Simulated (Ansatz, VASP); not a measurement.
## Ta3Cd in VASP and in Ansatz

```
Ta Cd
1.0
    -2.10266    2.10266    4.23018
     2.10266   -2.10266    4.23018
     2.10266    2.10266   -4.23018
Ta Cd
3 1
Direct
  0.50000 0.50000 0.00000
  0.25000 0.75000 0.50000
  0.75000 0.25000 0.50000
  0.00000 0.00000 0.00000
```

Alike in both runs: functional PBE; k mesh 16 × 16 × 16; occupations gaussian, width 0.1 eV; no spin polarisation.

Ansatz relaxed the structure, and its values are those at the end. VASP's run is a single point on that final structure, the one shown.

|  | VASP | Ansatz |
| --- | --- | --- |
| version | VASP 6.6.1 | Ansatz 0.2.0 |
| potentials or method | VASP PAW PBE potentials, release 64 (Ta_pv, Cd), cutoff 520 eV | scalar-relativistic, plane waves, PAW |
| valence electrons in the cell | 45 | 59 |

VASP gave:

```
gap on the k mesh at the Fermi level (eV) : none
pressure (GPa)                            : 0.4
```

Q: Estimate Ansatz's values.

A: gap on the k mesh at the Fermi level (eV): none; pressure (GPa): 0.0.

A gap of «none» marks a metal or a gap that the smearing closes. VASP's potentials hold 45 valence electrons a cell and Ansatz's 59, so a difference there can come from the potentials and not from the codes.

Neither program's run includes spin-orbit coupling.
